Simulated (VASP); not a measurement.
# Se in VASP: further runs, part 2 of 3

VASP 6.6.1. Earlier steps stand in the parts before.

## Step 3: Single point, PBE (atoms moved at random)

File INCAR:

```
  PREC = Accurate
  ENCUT = 520
  EDIFF = 1E-6
  ISMEAR = -1
  SIGMA = 0.025
  LREAL = F
  LASPH = T
  NELM = 80
  ALGO = Normal
  ISIF = 2
  LWAVE = F
  LCHARG = F
  GGA = PE
  NBANDS = 16
```

File KPOINTS:

```
Automatic mesh
0
Gamma
  6 6 4
```

File POSCAR:

```
Se
1.0
    4.5189677102     -0.0008747919      0.0004271224
   -2.2602414471      3.9122093492     -0.0005375338
    0.0004845847     -0.0004244192      5.0436756237
Se
3
Direct
    0.7813616423      0.7806975345      0.0021598512
    0.0004821230      0.2189122212      0.6688448649
    0.2195062347     -0.0001557557      0.3354702839
```

Potentials or basis: VASP PAW PBE potentials, release 64 (Se).

Run with:

```console
$ cat potpaw_PBE.64/Se/POTCAR > POTCAR
$ mpirun -np 1 vasp_std > vasp.out
```

OUTCAR:

```text
PREC = Accurate
   ENCUT = 520
   EDIFF = 1E-6
   ISMEAR = -1
   LREAL = F
   LASPH = T
   NELM = 80
   ISIF = 2
   GGA = PE

 ion  position               nearest neighbor table
   1  0.781  0.781  0.002-   3 2.40   2 2.40
   2  0.000  0.219  0.669-   3 2.40   1 2.40
   3  0.220  1.000  0.335-   1 2.40   2 2.40

  LATTYP: Found a triclinic cell.
 ALAT       =     4.5181936302
 B/A-ratio  =     0.9996646036
 C/A-ratio  =     1.1163035668
 COS(alpha) =     0.0000492690
 COS(beta)  =     0.0002398968
 COS(gamma) =     0.4996608813

  Lattice vectors:

 A1 = (  -2.2602414471,   3.9122093492,  -0.0005375338)
 A2 = (   2.2587262631,   3.9113345573,  -0.0001104114)
 A3 = (  -0.0004845847,   0.0004244192,  -5.0436756237)

Analysis of symmetry for initial positions (statically):
=====================================================================
 Subroutine PRICEL returns:
 Original cell was already a primitive cell.

 Routine SETGRP: Setting up the symmetry group for a
 triclinic supercell.

 Subroutine GETGRP returns: Found  1 space group operations
 (whereof  1 operations were pure point group operations)
 out of a pool of  2 trial point group operations.

The static configuration has the point symmetry C_1 .

Analysis of symmetry for dynamics (positions and initial velocities):
=====================================================================
 Subroutine PRICEL returns:
 Original cell was already a primitive cell.

 Routine SETGRP: Setting up the symmetry group for a
 triclinic supercell.

 Subroutine GETGRP returns: Found  1 space group operations
 (whereof  1 operations were pure point group operations)
 out of a pool of  2 trial point group operations.

The dynamic configuration has the point symmetry C_1 .

 Subroutine INISYM returns: Found  1 space group operations
 (whereof  1 operations are pure point group operations),
 and found     1 'primitive' translations

----------------------------------------------------------------------------------------

                                     Primitive cell

  volume of cell :      89.1579

  direct lattice vectors                    reciprocal lattice vectors
     4.518967710 -0.000874792  0.000427122     0.221314230  0.127862173 -0.000010504
    -2.260241447  3.912209349 -0.000537534     0.000049485  0.255638635  0.000021507
     0.000484585 -0.000424419  5.043675624    -0.000018737  0.000016417  0.198268107

  length of vectors
     4.518967815  4.518193630  5.043675665     0.255594843  0.255638641  0.198268108

  position of ions in fractional coordinates (direct lattice)
     0.781361642  0.780697534  0.002159851
     0.000482123  0.218912221  0.668844865
     0.219506235  0.999844244  0.335470284

  ion indices of the primitive-cell ions
   primitive index   ion index
                 1           1
                 2           2
                 3           3

----------------------------------------------------------------------------------------

 KPOINTS: Automatic mesh

Automatic generation of k-mesh.
 Grid dimensions read from file:
 generate k-points for:    6    6    4

 Generating k-lattice:

  Cartesian coordinates                     Fractional coordinates (reciprocal lattice)
     0.036885705  0.021310362 -0.000001751     0.166666667  0.000000000  0.000000000
     0.000008248  0.042606439  0.000003584     0.000000000  0.166666667  0.000000000
    -0.000004684  0.000004104  0.049567027     0.000000000  0.000000000  0.250000000

  Length of vectors
     0.042599140  0.042606440  0.049567027

  Shift w.r.t. Gamma in fractional coordinates (k-lattice)
     0.000000000  0.000000000  0.000000000

 Subroutine IBZKPT returns following result:
 ===========================================

 Found     76 irreducible k-points:

 Following reciprocal coordinates:
            Coordinates               Weight
  0.000000  0.000000  0.000000      1.000000
  0.166667  0.000000 -0.000000      2.000000
  0.333333 -0.000000 -0.000000      2.000000
  0.500000 -0.000000 -0.000000      1.000000
 -0.000000  0.166667  0.000000      2.000000
  0.166667  0.166667 -0.000000      2.000000
[... 16 lines left out ...]
  0.333333 -0.000000  0.250000      2.000000
  0.500000 -0.000000  0.250000      2.000000
 [... further k-points ...]
   k-points           NKPTS =     76   k-points in BZ     NKDIM =     76   number of bands    NBANDS=     16
   number of dos      NEDOS =    301   number of ions     NIONS =      3
   total plane-waves  NPLWV =  51840
   dimension x,y,z NGX =    36 NGY =   36 NGZ =   40
   dimension x,y,z NGXF=    72 NGYF=   72 NGZF=   80
   ions per type =               3
   NGX,Y,Z   is equivalent  to a cutoff of  13.24, 13.25, 13.18 a.u.
   NGXF,Y,Z  is equivalent  to a cutoff of  26.49, 26.49, 26.37 a.u.
 SYSTEM =  unknown system
   PREC   = accura    normal or accurate (medium, high low for compatibility)
   ISTART =      0    job   : 0-new  1-cont  2-samecut
   ICHARG =      2    charge: 1-file 2-atom 10-const
   ISPIN  =      1    spin polarized calculation?
   LNONCOLLINEAR =      F non collinear calculations
   LSORBIT =      F    spin-orbit coupling
   LASPH  =      T    aspherical Exc in radial PAW
   ENCUT  =  520.0 eV  38.22 Ry    6.18 a.u.   8.40  8.40  9.38*2*pi/ulx,y,z
   NELM   =     80;   NELMIN=  2; NELMDL= -5     # of ELM steps
   EDIFF  = 0.1E-05   stopping-criterion for ELM
   LREAL  =      F    real-space projection
   EDIFFG = 0.1E-04   stopping-criterion for IOM
   NSW    =      0    number of steps for IOM
   IBRION =     -1    ionic relax: 0-MD 1-quasi-New 2-CG
   NFREE  =      0    steps in history (QN), initial steepest desc. (CG)
   ISIF   =      2    stress and relaxation
   ISYM   =      2    0-nonsym 1-usesym 2-fastsym
   POTIM  = 0.5000    time-step for ionic-motion
   TEBEG  =    0.0;   TEEND  =   0.0 temperature during run
   PSTRESS=    0.0 pullay stress
   NELECT =      18.0000    total number of electrons
   NUPDOWN=      -1.0000    fix difference up-down
   EMIN   =  10.00;   EMAX   =-10.00  energy-range for DOS
   EFERMI =   0.00;   METHOD = LEGACY
   ISMEAR =    -1;   SIGMA  =   0.03  broadening in eV -4-tet -1-fermi 0-gaus
   EFERMI_NEDOS =   21; number of points for ismear=-14 and -15
   IALGO  =     38    algorithm
   IMIX   =      4    mixing-type and parameters
     AMIX     =   0.40;   BMIX     =  1.00
     AMIX_MAG =   1.60;   BMIX_MAG =  1.00
  volume/ion in A,a.u.               =      29.72       200.56
  Fermi-wavevector in a.u.,A,eV,Ry     =   0.960386  1.814866 12.549208  0.922341
  Thomas-Fermi vector in A             =   2.089665
   LORBIT       =      0    0 simple, 1 ext, 2 COOP (PROOUT), +10 PAW based schemes
   GGA     = PE    functional components
[... 5 lines left out ...]
 non-spin polarized calculation
  energy-cutoff  :      520.00
  volume of cell :       89.16
 maximum number of plane-waves:      2461
 NGX is ok and might be reduce to    36
   NGX = 17   NGY = 17   NGZ = 19

 number of electron      18.0000001 magnetization

 Free energy of the ion-electron system (eV)
  ---------------------------------------------------
  ext. energy  EPLUGINS =         0.00000000
  ---------------------------------------------------
  free energy    TOTEN  =       -10.50912941 eV

  energy without entropy =      -10.50912941  energy(sigma->0) =      -10.50912941

 E-fermi :   2.3781     XC(G=0):  -8.4373

 val. band max:        1.8544345784   @ k =   0.5000   0.5000   0.5000
 cond. band min:       2.8698280282   @ k =   0.3333   0.3333   0.5000
 fundamental gap:      1.0153934498
 Fermi energy:         2.3780619258

 k-point     1 :       0.0000    0.0000    0.0000
  band No.  band energies     occupation
      1     -13.5285      2.00000
      2      -9.7076      2.00000
      3      -9.7069      2.00000
      4      -1.8709      2.00000
      5      -1.8706      2.00000
      6      -1.5746      2.00000
[... 8 lines left out ...]
     15       8.5017      0.00000
     16      10.2912      0.00000

 k-point     2 :       0.1667    0.0000   -0.0000
  band No.  band energies     occupation
      1     -13.4474      2.00000
      2      -9.7863      2.00000
      3      -9.7034      2.00000
      4      -2.3461      2.00000
      5      -2.1001      2.00000
      6      -1.4494      2.00000
[... 8 lines left out ...]
     15       9.1164      0.00000
     16      10.2944      0.00000
[... 387 lines left out ...]
      5      -2.5212      2.00000
      6      -1.3519      2.00000
[... 8 lines left out ...]
     15       9.7015      0.00000
     16      10.2595      0.00000

 k-point    24 :       0.5000   -0.0000    0.2500
  band No.  band energies     occupation
      1     -12.9108      2.00000
      2     -11.0958      2.00000
      3      -8.8932      2.00000
      4      -3.1249      2.00000
      5      -2.7426      2.00000
      6      -1.5246      2.00000
[... 8 lines left out ...]
     15      10.8376      0.00000
     16      11.1254      0.00000

 [... further k-points ...]
[... 5 lines left out ...]
  --------------------------------------------------------------------------------------
  -------------------------------------------------------------------------------------
  Total        0.0532709      0.0538660      0.0967401      0.0007416      0.0005555      0.0001104
  in kB        0.9572832      0.9679778      1.7384302      0.0133268      0.0099822      0.0019835
  external PRESSURE =       1.2212304 kB  Pullay stress =       0.0000000 kB

 VOLUME and BASIS-vectors are now :
 -----------------------------------------------------------------------------
  energy-cutoff  :      520.00
  volume of cell :       89.16
      direct lattice vectors                 reciprocal lattice vectors
     4.518967710 -0.000874792  0.000427122     0.221314230  0.127862173 -0.000010504
    -2.260241447  3.912209349 -0.000537534     0.000049485  0.255638635  0.000021507
     0.000484585 -0.000424419  5.043675624    -0.000018737  0.000016417  0.198268107

 POSITION                                       TOTAL-FORCE (eV/Angst)
 -----------------------------------------------------------------------------------
      1.76638      3.05357      0.01081        -0.014684     -0.024968     -0.000278
     -0.49229      0.85615      3.37332        -0.013963      0.024692     -0.000008
     -1.26779      3.91127      1.69156         0.028647      0.000275      0.000287
 -----------------------------------------------------------------------------------
    total drift:                               -0.000062      0.000054     -0.000010

  FREE ENERGIE OF THE ION-ELECTRON SYSTEM (eV)
  ---------------------------------------------------
  free  energy   TOTEN  =       -10.5091294149 eV

  energy  without entropy=      -10.5091294148  energy(sigma->0) =      -10.50912941
```

OSZICAR:

```text
N       E                     dE             d eps       ncg     rms          rms(c)
DAV:   1     0.830166865336E+02    0.83017E+02   -0.71182E+03  2432   0.925E+02
DAV:   2    -0.511796329602E+01   -0.88135E+02   -0.83745E+02  3248   0.153E+02
DAV:   3    -0.105560583651E+02   -0.54381E+01   -0.54195E+01  3064   0.434E+01
DAV:   4    -0.105958770772E+02   -0.39819E-01   -0.39813E-01  3192   0.443E+00
DAV:   5    -0.105961814837E+02   -0.30441E-03   -0.30440E-03  3112   0.382E-01    0.646E+00
DAV:   6    -0.105319577366E+02    0.64224E-01   -0.37796E-02  2960   0.120E+00    0.399E+00
DAV:   7    -0.105095158828E+02    0.22442E-01   -0.77192E-02  2888   0.169E+00    0.201E-01
DAV:   8    -0.105089476005E+02    0.56828E-03   -0.90922E-03  2752   0.571E-01    0.976E-02
DAV:   9    -0.105090792257E+02   -0.13163E-03   -0.28529E-04  3504   0.110E-01    0.319E-02
DAV:  10    -0.105091260455E+02   -0.46820E-04   -0.59609E-05  2840   0.510E-02    0.769E-03
DAV:  11    -0.105091295119E+02   -0.34664E-05   -0.89738E-06  3336   0.174E-02    0.388E-03
DAV:  12    -0.105091294149E+02    0.96986E-07   -0.18206E-06  2384   0.859E-03
   1 F= -.10509129E+02 E0= -.10509129E+02  d E =-.591441E-10
```

stdout:

```text
POSCAR found type information on POSCAR Se
 POSCAR found :  1 types and       3 ions
 scaLAPACK will be used
 LDA part: xc-table for (Slater+PW92), standard interpolation
 POSCAR, INCAR and KPOINTS ok, starting setup
 FFT: planning ... GRIDC
 FFT: planning ... GRID_SOFT
 FFT: planning ... GRID
 WAVECAR not read
 entering main loop
```

Wall time 2.3 min (1 thread of Oxide Virtual Turin-like, shared host); peak memory 0.22 GiB.

What came out:

| Quantity | Value |
| --- | --- |
| Free energy | -10.5091 eV |
| Pressure | 0.1 GPa |
| Largest force | 0.029 eV/Å |
| Band gap on the k mesh | 1.02 eV (least direct gap 1.24 eV) |

Forces in eV/Å, atoms in the order of the input:
```
Se  -0.015 -0.025  0.000
Se  -0.014  0.025  0.000
Se   0.029  0.000  0.000
```

Levels at points of the mesh, in eV from the valence-band top:
```csv
k point,band 6,band 7,band 8,band 9,band 10,band 11,band 12,band 13
"(0.00, 0.00, 0.00)",-3.43,-1.85,-1.85,-0.32,1.92,1.93,2.29,5.89
"(0.50, 0.00, 0.00)",-3.09,-2.60,-1.70,-0.87,2.00,2.42,3.85,5.65
"(0.00, 0.50, 0.00)",-3.09,-2.60,-1.70,-0.87,2.00,2.42,3.85,5.65
"(0.50, 0.50, 0.00)",-3.09,-2.60,-1.70,-0.87,2.00,2.42,3.85,5.65
"(0.00, 0.00, 0.50)",-3.22,-1.33,-1.33,-0.96,1.34,1.38,1.38,6.50
"(0.50, 0.00, 0.50)",-3.96,-1.58,-1.13,0.00,1.55,2.64,2.93,6.33
"(0.00, 0.50, 0.50)",-3.96,-1.58,-1.13,0.00,1.55,2.64,2.93,6.33
"(0.50, 0.50, 0.50)",-3.96,-1.58,-1.13,0.00,1.55,2.64,2.93,6.33
```

Caveat: the cell differs from its parent crystal (atoms moved at random).

[end of part 2 of 3]
